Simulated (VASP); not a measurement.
Set up this calculation in VASP 6.6.1, as the native input.

| Item | Value |
| --- | --- |
| Task | single point |
| Functional | PBEsol |
| Potentials or basis | VASP PAW PBE potentials, release 64 (Cs_sv, Sn_d, I) |
| Cutoff | 520 eV |
| k mesh | 6 × 6 × 6 |
| Occupations | gaussian, width 0.01 eV |
| Spin | no spin polarisation |
| Dipole correction | no |
| Further INCAR settings | ALGO = Fast; EDIFF = 1e-07; NBANDS = 30 |

The structure of CsSnI3 lies in POSCAR:

```
CsSnI3
1.0
    6.0088513463      0.0000000000      0.0000000000
    0.0000000000      6.0088513463      0.0000000000
    0.0000000000      0.0000000000      6.0088513463
Cs Sn I
1 1 3
Direct
    0.0000000000      0.0000000000      0.0000000000
    0.5000000000      0.5000000000      0.5000000000
    0.0000000000      0.5000000000      0.5000000000
    0.5000000000      0.0000000000      0.5000000000
    0.5000000000      0.5000000000      0.0000000000
```

One way to write it, as run:

INCAR

```
SYSTEM = CsSnI3
  ALGO = Fast
  EDIFF = 1E-7
  ENCUT = 520
  GGA = PS
  ISIF = 2
  ISMEAR = 0
  LASPH = .TRUE.
  LCHARG = .FALSE.
  LREAL = .FALSE.
  LWAVE = .FALSE.
  NBANDS = 30
  NELM = 100
  PREC = Accurate
  SIGMA = 0.01
```

KPOINTS

```
k-points
0
G
  6 6 6
  0 0 0
```

Potentials or basis: VASP PAW PBE potentials, release 64 (Cs_sv, Sn_d, I).

Launch:

```bash
$ cat potpaw_PBE.64/Cs_sv/POTCAR potpaw_PBE.64/Sn_d/POTCAR potpaw_PBE.64/I/POTCAR > POTCAR
$ mpirun -np 1 vasp_std > vasp.out
```

Results of the run:

```json
{
 "Pressure": "1.3 GPa",
 "Band gap on the k mesh": "zero (filled and empty bands touch)"
}
```

Caveat: semilocal functionals underestimate gaps, and a narrow one can read as zero; the PAW data sets were made with another functional, which shifts forces and pressure a little; spin-orbit coupling is left out, which moves the levels of the heavy elements.

Wall time 3.1 min on 1 thread of Oxide Virtual Turin-like Processor, with other jobs on the host, peak memory 0.37 GiB.
